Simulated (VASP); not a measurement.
Input of a VASP 6.6.1 run:

The input INCAR:

```
SYSTEM = Rh
ALGO     = Normal         ! electronic algorithm
EDIFF    = 1E-6           ! SCF threshold, eV
ENCUT    = 520            ! plane-wave cutoff, eV
GGA      = RE             ! functional
ISIF     = 2              ! what is computed and relaxed
ISMEAR   = -1             ! smearing method
LASPH    = .TRUE.         ! aspherical terms in the spheres
LCHARG   = .FALSE.        ! write CHGCAR
LREAL    = .FALSE.        ! projectors in reciprocal space
LWAVE    = .FALSE.        ! write WAVECAR
NBANDS   = 22             ! bands
NELM     = 60             ! most SCF steps
PREC     = Accurate       ! precision mode
SIGMA    = 0.1            ! smearing width, eV
```

Contents of KPOINTS:

```
k-points
0
G
  11 11 11
  0 0 0
```

File POSCAR:

```
Rh
1.0
    0.0000000000      2.8813064495      2.8813064495
    2.8813064495      0.0000000000      2.8813064495
    2.8813064495      2.8813064495      0.0000000000
Rh
2
Direct
    0.1250000000      0.1250000000      0.1250000000
    0.8750000000      0.8750000000      0.8750000000
```

Potentials or basis: VASP PAW PBE potentials, release 64 (Rh_pv).

Command:

```bash
$ cat potpaw_PBE.64/Rh_pv/POTCAR > POTCAR
$ mpirun -np 1 vasp_std > vasp.out
```

Estimate the pressure.

-9.8 GPa.

Predict the band gap on the k mesh.

zero (band 15 reaches 5.35 eV, above the bottom of band 16 at 4.44 eV).

Caveat: the PAW data sets were made with another functional, which shifts forces and pressure a little.
